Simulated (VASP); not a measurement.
# CaO (I4/mmm) in VASP: notebook, part 2 of 3

VASP 6.6.1. Earlier steps stand in the parts before.

## 3. Single point, r2SCAN (biaxial xy strain -6.0%)

POSCAR reads:

```
CaO
1.0
    0.0000000000      2.2544163687      2.3975501103
    2.2544163687      0.0000000000      2.3975501103
    2.2544163687      2.2544163687      0.0000000000
Ca O
1 1
Direct
    0.0000000000      0.0000000000      0.0000000000
    0.5000000000      0.5000000000      0.5000000000
```

INCAR.step1 reads:

```
  PREC = Accurate
  ENCUT = 520
  ISMEAR = 0
  SIGMA = 0.01
  LREAL = F
  LASPH = T
  NELM = 100
  NBANDS = 15
  GGA = PE
  ALGO = Normal
  EDIFF = 1E-4
  LWAVE = T
  LCHARG = F
```

INCAR.step2 reads:

```
  PREC = Accurate
  ENCUT = 520
  EDIFF = 1E-6
  ISMEAR = 0
  SIGMA = 0.01
  LREAL = F
  LASPH = T
  NELM = 100
  ALGO = Normal
  ISIF = 2
  LWAVE = F
  LCHARG = F
  METAGGA = R2SCAN
  LMIXTAU = T
  NBANDS = 15
  ISTART = 1
```

KPOINTS reads:

```
Automatic mesh
0
Gamma
  10 10 10
```

Potentials or basis: VASP PAW PBE potentials, release 64 (Ca_sv, O).

Command:

```sh
$ cat potpaw_PBE.64/Ca_sv/POTCAR potpaw_PBE.64/O/POTCAR > POTCAR
$ cp INCAR.step1 INCAR
$ mpirun -np 1 vasp_std > vasp.out
$ cp INCAR.step2 INCAR
$ mpirun -np 1 vasp_std > vasp.out
```

OUTCAR:

```text
PREC = Accurate
   ENCUT = 520
   EDIFF = 1E-6
   ISMEAR = 0
   LREAL = F
   LASPH = T
   NELM = 100
   ISIF = 2
   METAGGA = R2SCAN
   ISTART = 1

 ion  position               nearest neighbor table
   1  0.000  0.000  0.000-   2 2.25   2 2.25   2 2.25   2 2.25   2 2.40   2 2.40
   2  0.500  0.500  0.500-   1 2.25   1 2.25   1 2.25   1 2.25   1 2.40   1 2.40

  LATTYP: Found a body centered tetragonal cell.
 ALAT       =     3.1882262039
 C/A-ratio  =     1.5040025124

  Lattice vectors:

 A1 = (  -2.2544163687,   0.0000000000,   2.3975501103)
 A2 = (   2.2544163687,   0.0000000000,   2.3975501103)
 A3 = (   0.0000000000,   2.2544163687,  -2.3975501103)

Analysis of symmetry for initial positions (statically):
=====================================================================
 Subroutine PRICEL returns:
 Original cell was already a primitive cell.

 Routine SETGRP: Setting up the symmetry group for a
 body centered tetragonal supercell.

 Subroutine GETGRP returns: Found 16 space group operations
 (whereof 16 operations were pure point group operations)
 out of a pool of 16 trial point group operations.

The static configuration has the point symmetry D_4h.

Analysis of symmetry for dynamics (positions and initial velocities):
=====================================================================
 Subroutine PRICEL returns:
 Original cell was already a primitive cell.

 Routine SETGRP: Setting up the symmetry group for a
 body centered tetragonal supercell.

 Subroutine GETGRP returns: Found 16 space group operations
 (whereof 16 operations were pure point group operations)
 out of a pool of 16 trial point group operations.

The dynamic configuration has the point symmetry D_4h.

 Subroutine INISYM returns: Found 16 space group operations
 (whereof 16 operations are pure point group operations),
 and found     1 'primitive' translations

----------------------------------------------------------------------------------------

                                     Primitive cell

  volume of cell :      24.3706

  direct lattice vectors                    reciprocal lattice vectors
     0.000000000  2.254416369  2.397550110    -0.221786892  0.221786892  0.208546215
     2.254416369  0.000000000  2.397550110     0.221786892 -0.221786892  0.208546215
     2.254416369  2.254416369  0.000000000     0.221786892  0.221786892 -0.208546215

  length of vectors
     3.290993725  3.290993725  3.188226204     0.376656839  0.376656839  0.376656839

  position of ions in fractional coordinates (direct lattice)
     0.000000000  0.000000000  0.000000000
     0.500000000  0.500000000  0.500000000

  ion indices of the primitive-cell ions
   primitive index   ion index
                 1           1
                 2           2

----------------------------------------------------------------------------------------

 KPOINTS: Automatic mesh

Automatic generation of k-mesh.
 Grid dimensions read from file:
 generate k-points for:   10   10   10

 Generating k-lattice:

  Cartesian coordinates                     Fractional coordinates (reciprocal lattice)
    -0.022178689  0.022178689  0.020854621     0.100000000  0.000000000  0.000000000
     0.022178689 -0.022178689  0.020854621     0.000000000  0.100000000  0.000000000
[... 42 lines left out ...]
   total plane-waves  NPLWV =  13824
   dimension x,y,z NGX =    24 NGY =   24 NGZ =   24
   dimension x,y,z NGXF=    48 NGYF=   48 NGZF=   48
   ions per type =               1   1
   NGX,Y,Z   is equivalent  to a cutoff of  12.12, 12.12, 12.51 a.u.
   NGXF,Y,Z  is equivalent  to a cutoff of  24.25, 24.25, 25.03 a.u.
 SYSTEM =  unknown system
   PREC   = accura    normal or accurate (medium, high low for compatibility)
   ISTART =      1    job   : 0-new  1-cont  2-samecut
   ICHARG =      0    charge: 1-file 2-atom 10-const
   ISPIN  =      1    spin polarized calculation?
   LNONCOLLINEAR =      F non collinear calculations
   LSORBIT =      F    spin-orbit coupling
   LASPH  =      T    aspherical Exc in radial PAW
   ENCUT  =  520.0 eV  38.22 Ry    6.18 a.u.   6.12  6.12  5.93*2*pi/ulx,y,z
   NELM   =    100;   NELMIN=  2; NELMDL=  0     # of ELM steps
   EDIFF  = 0.1E-05   stopping-criterion for ELM
   LREAL  =      F    real-space projection
   EDIFFG = 0.1E-04   stopping-criterion for IOM
   NSW    =      0    number of steps for IOM
   IBRION =     -1    ionic relax: 0-MD 1-quasi-New 2-CG
   NFREE  =      0    steps in history (QN), initial steepest desc. (CG)
   ISIF   =      2    stress and relaxation
   ISYM   =      2    0-nonsym 1-usesym 2-fastsym
   POTIM  = 0.5000    time-step for ionic-motion
   TEBEG  =    0.0;   TEEND  =   0.0 temperature during run
   PSTRESS=    0.0 pullay stress
   NELECT =      16.0000    total number of electrons
   NUPDOWN=      -1.0000    fix difference up-down
   EMIN   =  10.00;   EMAX   =-10.00  energy-range for DOS
   EFERMI =   0.00;   METHOD = LEGACY
   ISMEAR =     0;   SIGMA  =   0.01  broadening in eV -4-tet -1-fermi 0-gaus
   EFERMI_NEDOS =   21; number of points for ismear=-14 and -15
   IALGO  =     38    algorithm
   IMIX   =      4    mixing-type and parameters
     AMIX     =   0.40;   BMIX     =  1.00
     AMIX_MAG =   1.60;   BMIX_MAG =  1.00
  volume/ion in A,a.u.               =      12.19        82.23
  Fermi-wavevector in a.u.,A,eV,Ry     =   1.422851  2.688799 27.545073  2.024506
  Thomas-Fermi vector in A             =   2.543511
   LORBIT       =      0    0 simple, 1 ext, 2 COOP (PROOUT), +10 PAW based schemes
   METAGGA = R2SCAN    functional components
   LHFCALC =     F    Hartree Fock is set to
   AEXX    =    0.0000 exact exchange contribution
   IVDW    =     0    specifies the selected vdW correction
   LEPSILON=     F    determine dielectric tensor
   LRPA    =     F    only Hartree local field effects (RPA)
 non-spin polarized calculation
 Gauss-broadening in eV      SIGMA  =   0.01
  energy-cutoff  :      520.00
  volume of cell :       24.37
 maximum number of plane-waves:       668
   NGX = 13   NGY = 13   NGZ = 11

 number of electron      16.0000005 magnetization

 Free energy of the ion-electron system (eV)
  ---------------------------------------------------
  ext. energy  EPLUGINS =         0.00000000
  ---------------------------------------------------
  free energy    TOTEN  =       -19.19243064 eV

  energy without entropy =      -19.19243064  energy(sigma->0) =      -19.19243064

 E-fermi :   2.9900     XC(G=0): -11.7749

 val. band max:        2.8879304271   @ k =   0.0000   0.0000   0.0000
 cond. band min:       6.8628183180   @ k =   0.5000   0.0000   0.5000
 fundamental gap:      3.9748878909
 Fermi energy:         2.9900473064

 k-point     1 :       0.0000    0.0000    0.0000
  band No.  band energies     occupation
      1     -35.7211      2.00000
      2     -15.5160      2.00000
      3     -15.4826      2.00000
      4     -15.4826      2.00000
      5     -13.9280      2.00000
      6       2.6585      2.00000
      7       2.8879      2.00000
      8       2.8879      2.00000
      9       9.1492      0.00000
     10       9.6547      0.00000
     11      10.1483      0.00000
     12      10.1484      0.00000
     13      11.7780      0.00000
     14      12.1237      0.00000
[... 401 lines left out ...]
      2     -16.5366      2.00000
      3     -15.7947      2.00000
      4     -15.6961      2.00000
      5     -13.2360      2.00000
      6       0.9641      2.00000
      7       2.3600      2.00000
      8       2.4697      2.00000
      9       7.8165      0.00000
     10      12.5172      0.00000
     11      13.0693      0.00000
     12      13.1609      0.00000
     13      13.2755      0.00000
     14      15.1473      0.00000
     15      21.0421      0.00000

 [... further k-points ...]

------------------------ aborting loop because EDIFF is reached ----------------------------------------

  FORCE on cell =-STRESS in cart. coord.  units (eV):
  Direction    XX          YY          ZZ          XY          YZ          ZX
  --------------------------------------------------------------------------------------
  -------------------------------------------------------------------------------------
  Total        4.3137041      4.3137041      1.3948325      0.0000000     -0.0000000     -0.0000000
  in kB      283.5926623    283.5926623     91.6994398      0.0000000     -0.0000000     -0.0000000
  external PRESSURE =     219.6282548 kB  Pullay stress =       0.0000000 kB

 VOLUME and BASIS-vectors are now :
 -----------------------------------------------------------------------------
  energy-cutoff  :      520.00
  volume of cell :       24.37
      direct lattice vectors                 reciprocal lattice vectors
     0.000000000  2.254416369  2.397550110    -0.221786892  0.221786892  0.208546215
     2.254416369  0.000000000  2.397550110     0.221786892 -0.221786892  0.208546215
     2.254416369  2.254416369  0.000000000     0.221786892  0.221786892 -0.208546215

 POSITION                                       TOTAL-FORCE (eV/Angst)
 -----------------------------------------------------------------------------------
      0.00000      0.00000      0.00000         0.000000     -0.000000      0.000000
      2.25442      2.25442      2.39755        -0.000000      0.000000      0.000000
 -----------------------------------------------------------------------------------
    total drift:                                0.000000     -0.000000     -0.000000

  FREE ENERGIE OF THE ION-ELECTRON SYSTEM (eV)
  ---------------------------------------------------
  free  energy   TOTEN  =       -19.1924306371 eV

  energy  without entropy=      -19.1924306371  energy(sigma->0) =      -19.19243064
```

Run time: 77 s. Hardware: 1 thread of AMD EPYC 9R45 (Zen 5), shared host; peak memory 0.14 GiB.

Results:

| Item | Value |
| --- | --- |
| Free energy | -19.1924 eV |
| Pressure | 22.0 GPa |
| Band gap on the k mesh | 3.97 eV, indirect (least direct gap 4.31 eV) |

Levels at points of the mesh, in eV from the valence-band top:
| k point | band 6 | band 7 | band 8 | band 9 | band 10 | band 11 |
| --- | --- | --- | --- | --- | --- | --- |
| (0.00, 0.00, 0.00) | -0.23 | 0.00 | 0.00 | 6.26 | 6.77 | 7.26 |
| (0.50, 0.00, 0.00) | -3.01 | -1.60 | -1.59 | 8.25 | 9.69 | 9.79 |
| (0.50, 0.50, 0.00) | -1.55 | -0.28 | -0.28 | 4.18 | 9.69 | 10.33 |
| (0.50, 0.00, 0.50) | -1.09 | -0.58 | -0.33 | 3.97 | 9.57 | 10.51 |

Caveat: the cell differs from its parent crystal (biaxial xy strain -6.0%); the PAW data sets were made with another functional, which shifts forces and pressure a little. A k mesh can miss the band edges.

## 4. Single point, HSE06 (biaxial xy strain -6.0%)

POSCAR is that of step 3.

INCAR.step1 reads:

```
SYSTEM = CaO
PREC = Accurate
ENCUT = 520
EDIFF = 1E-5
ISMEAR = 0
SIGMA = 0.01
LREAL = .FALSE.
LASPH = .TRUE.
NELM = 100
ALGO = Normal
ISIF = 2
LWAVE = .TRUE.
LCHARG = .FALSE.
NBANDS = 15
GGA = PE
```

INCAR.step2 reads:

```
SYSTEM = CaO
PREC = Accurate
ENCUT = 520
EDIFF = 1E-7
ISMEAR = 0
SIGMA = 0.01
LREAL = .FALSE.
LASPH = .TRUE.
NELM = 100
ALGO = Normal
ISIF = 2
LWAVE = .FALSE.
LCHARG = .FALSE.
GGA = PE
LHFCALC = .TRUE.
HFSCREEN = 0.2079
PRECFOCK = Normal
NBANDS = 15
ISTART = 1
```

KPOINTS reads:

```
regular mesh
0
G
  6 6 6
  0 0 0
```

Potentials or basis: VASP PAW PBE potentials, release 64 (Ca_sv, O).

Command:

```sh
$ cat potpaw_PBE.64/Ca_sv/POTCAR potpaw_PBE.64/O/POTCAR > POTCAR
$ cp INCAR.step1 INCAR
$ mpirun -np 1 vasp_std > vasp.out
$ cp INCAR.step2 INCAR
$ mpirun -np 1 vasp_std > vasp.out
```

OUTCAR:

```text
SYSTEM = CaO
   PREC = Accurate
   ENCUT = 520
   EDIFF = 1E-7
   ISMEAR = 0
   LREAL = .FALSE.
   LASPH = .TRUE.
   NELM = 100
   ISIF = 2
   GGA = PE
   LHFCALC = .TRUE.
   HFSCREEN = 0.2079
   PRECFOCK = Normal
   ISTART = 1

 ion  position               nearest neighbor table
   1  0.000  0.000  0.000-   2 2.25   2 2.25   2 2.25   2 2.25   2 2.40   2 2.40
   2  0.500  0.500  0.500-   1 2.25   1 2.25   1 2.25   1 2.25   1 2.40   1 2.40

  LATTYP: Found a body centered tetragonal cell.
 ALAT       =     3.1882262039
 C/A-ratio  =     1.5040025124

  Lattice vectors:

 A1 = (  -2.2544163687,   0.0000000000,   2.3975501103)
 A2 = (   2.2544163687,   0.0000000000,   2.3975501103)
 A3 = (   0.0000000000,   2.2544163687,  -2.3975501103)

Analysis of symmetry for initial positions (statically):
=====================================================================
 Subroutine PRICEL returns:
 Original cell was already a primitive cell.

 Routine SETGRP: Setting up the symmetry group for a
 body centered tetragonal supercell.

 Subroutine GETGRP returns: Found 16 space group operations
 (whereof 16 operations were pure point group operations)
 out of a pool of 16 trial point group operations.

[... 185 lines left out ...]
      7       2.1176      2.00000
      8       2.1176      2.00000
      9       9.2698      0.00000
     10      10.2384      0.00000
     11      10.7753      0.00000
     12      10.7753      0.00000
     13      12.3762      0.00000
     14      12.7812      0.00000
[... 401 lines left out ...]
      2     -17.9864      2.00000
      3     -17.3027      2.00000
      4     -17.0754      2.00000
      5     -14.3980      2.00000
      6       0.5473      2.00000
      7       1.0771      2.00000
      8       1.3514      2.00000
      9       8.2903      0.00000
     10      13.0441      0.00000
     11      13.9769      0.00000
     12      14.4979      0.00000
     13      14.7532      0.00000
     14      17.4524      0.00000
     15      20.2848      0.00000

 [... further k-points ...]

------------------------ aborting loop because EDIFF is reached ----------------------------------------

  FORCE on cell =-STRESS in cart. coord.  units (eV):
  Direction    XX          YY          ZZ          XY          YZ          ZX
  --------------------------------------------------------------------------------------
  -------------------------------------------------------------------------------------
  Total        4.1662394      4.1662394      1.4273022      0.0000000      0.0000000     -0.0000000
  in kB      273.8979962    273.8979962     93.8340760      0.0000000      0.0000000     -0.0000000
  external PRESSURE =     213.8766895 kB  Pullay stress =       0.0000000 kB

 VOLUME and BASIS-vectors are now :
 -----------------------------------------------------------------------------
  energy-cutoff  :      520.00
  volume of cell :       24.37
      direct lattice vectors                 reciprocal lattice vectors
     0.000000000  2.254416369  2.397550110    -0.221786892  0.221786892  0.208546215
     2.254416369  0.000000000  2.397550110     0.221786892 -0.221786892  0.208546215
     2.254416369  2.254416369  0.000000000     0.221786892  0.221786892 -0.208546215

 POSITION                                       TOTAL-FORCE (eV/Angst)
 -----------------------------------------------------------------------------------
      0.00000      0.00000      0.00000         0.000000      0.000000      0.000000
      2.25442      2.25442      2.39755         0.000000      0.000000      0.000000
 -----------------------------------------------------------------------------------
    total drift:                                0.000000     -0.000000     -0.000001

  FREE ENERGIE OF THE ION-ELECTRON SYSTEM (eV)
  ---------------------------------------------------
  free  energy   TOTEN  =       -14.6266962611 eV

  energy  without entropy=      -14.6266962611  energy(sigma->0) =      -14.62669626
```

OUTCAR.step1:

```text
SYSTEM = CaO
   PREC = Accurate
   ENCUT = 520
   EDIFF = 1E-5
   ISMEAR = 0
   LREAL = .FALSE.
   LASPH = .TRUE.
[... 654 lines left out ...]
      0.00000      0.00000      0.00000        -0.000000      0.000000      0.000000
      2.25442      2.25442      2.39755         0.000000     -0.000000     -0.000000
 -----------------------------------------------------------------------------------
    total drift:                                0.000000     -0.000000     -0.000000

  FREE ENERGIE OF THE ION-ELECTRON SYSTEM (eV)
  ---------------------------------------------------
  free  energy   TOTEN  =       -12.5050652003 eV

  energy  without entropy=      -12.5050652003  energy(sigma->0) =      -12.50506520
```

It took 27 min on 1 thread of AMD EPYC 9R45 (Zen 5), shared host; peak memory 0.23 GiB.

Results:

* Free energy: -14.6267 eV
* Pressure: 21.4 GPa
* Band gap on the k mesh: 5.12 eV, indirect (least direct gap 5.51 eV)

Levels at points of the mesh, in eV from the valence-band top:
| k point | band 4 | band 5 | band 6 | band 7 | band 8 | band 9 | band 10 | band 11 | band 12 | band 13 |
| --- | --- | --- | --- | --- | --- | --- | --- | --- | --- | --- |
| (0.00, 0.00, 0.00) | -18.87 | -17.38 | -0.18 | 0.00 | 0.00 | 7.15 | 8.12 | 8.66 | 8.66 | 10.26 |
| (0.50, 0.00, 0.00) | -18.88 | -15.16 | -3.23 | -1.67 | -1.64 | 9.66 | 11.08 | 11.31 | 11.40 | 13.59 |
| (0.50, 0.50, 0.00) | -19.18 | -17.14 | -1.67 | -0.32 | -0.32 | 5.33 | 11.18 | 11.88 | 12.82 | 12.82 |
| (0.50, 0.00, 0.50) | -19.22 | -17.15 | -1.23 | -0.57 | -0.39 | 5.12 | 11.03 | 12.09 | 12.53 | 13.15 |

Caveat: the cell differs from its parent crystal (biaxial xy strain -6.0%); the PAW data sets were made with another functional, which shifts forces and pressure a little. A k mesh can miss the band edges.

[end of part 2 of 3]
